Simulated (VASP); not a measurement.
# FeO: single point with PBE

FeO:

```
CELL_PARAMETERS angstrom
2.92213 0.00000 0.00000
-1.46107 2.53064 0.00000
0.00000 0.00000 2.85185
ATOMIC_POSITIONS crystal
Fe 0.00000 0.00000 0.00000
O 0.66667 0.33333 0.50000
```

```
Program             : VASP 6.6.1
Task                : single point
Functional          : PBE
Potentials or basis : VASP PAW PBE potentials, release 64 (Fe_sv, O)
Cutoff              : 600 eV
k mesh              : 10 × 10 × 9
Occupations         : fermi-dirac, width 0.05 eV
Spin                : collinear spin, ferromagnetic start
Starting moments    : [3.0, 0.0] μB
```

```
Pressure                                              : -15.3 GPa
Band gap on the k mesh                                : zero (filled and empty bands overlap)
Net moment                                            : 4.00 μB per cell
Site moments                                          : Fe +3.48; O +0.34 μB
Valence electrons inside the program's atomic spheres : Fe 13.57; O 4.95
```

Stress tensor (GPa, compression positive):
```
-13.34   0.00   0.00
  0.00 -13.34   0.00
  0.00   0.00 -19.13
```

Levels at points of the mesh, in eV from the Fermi level:
Spin up:
| k point | band 10 | band 11 | band 12 | band 13 | band 14 | band 15 | band 16 | band 17 |
| --- | --- | --- | --- | --- | --- | --- | --- | --- |
| (0.00, 0.00, 0.00) | -2.83 | -2.83 | -1.10 | -1.10 | 0.09 | 13.73 | 15.36 | 15.36 |
| (0.50, 0.00, 0.00) | -2.97 | -2.17 | -2.15 | -0.67 | 4.87 | 7.84 | 13.92 | 15.75 |
Spin down:
```tsv
k point	band 5	band 6	band 7	band 8	band 9	band 10	band 11	band 12	band 13	band 14
(0.00, 0.00, 0.00)	-19.18	-3.14	-3.14	-2.92	-1.78	0.99	1.26	1.26	1.36	1.36
(0.50, 0.00, 0.00)	-18.14	-6.75	-3.49	-3.00	-1.33	1.07	1.08	1.33	2.26	5.47
```

Run time: 42 s on 1 thread of Intel(R) Xeon(R) Platinum 8488C (Sapphire Rapids) (shared host), peak memory 0.18 GiB.

Caveat: a cell with one magnetic atom can't hold antiferromagnetic order, which such compounds often take; semilocal functionals often make such compounds metallic where correlation or magnetic order opens a gap, which also shifts bond lengths. With open d or f shells a metallic result of PBE can be an artefact of self-interaction; +U or a hybrid may open a gap.
